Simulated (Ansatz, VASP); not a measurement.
# One calculation of Ge5S, two programs

```
Ge S
1.0
     0.00000    4.03377    4.03377
     4.03377    0.00000    4.03377
     4.03377    4.03377    0.00000
Ge S
5 1
Direct
  0.25000 0.25000 0.25000
  0.12959 0.62347 0.62347
  0.62347 0.62347 0.62347
  0.62347 0.62347 0.12959
  0.62347 0.12959 0.62347
  0.00000 0.00000 0.00000
```

Change from the starting cell: species swapped into the ZrNi5 type (F-43m, No. 216).

Alike in both runs: task single point; functional PBE; k mesh 4 × 4 × 4; occupations gaussian, width 0.1 eV; no spin polarisation.

```csv
,VASP,Ansatz
version,VASP 6.6.1,Ansatz 0.2.0
potentials or method,"VASP PAW PBE potentials, release 64 (Ge_d, S), cutoff 500 eV","scalar-relativistic, plane waves, PAW"
valence electrons in the cell,76,76
```

Ansatz gave:

```
gap on the k mesh at the Fermi level (eV) : none
pressure (GPa)                            : -3.9
rms of the force components (eV/Å)        : 0.037
```

**Question.** What did VASP give for the same quantities?

**Answer.** gap on the k mesh at the Fermi level (eV): none; pressure (GPa): -4.0; rms of the force components (eV/Å): 0.038.

Atom by atom the forces differ by 0.001 eV/Å (rms over components). A gap of «none» marks a metal or a gap that the smearing closes. With one functional, cell and mesh, what is left measures potentials, basis and numerics.
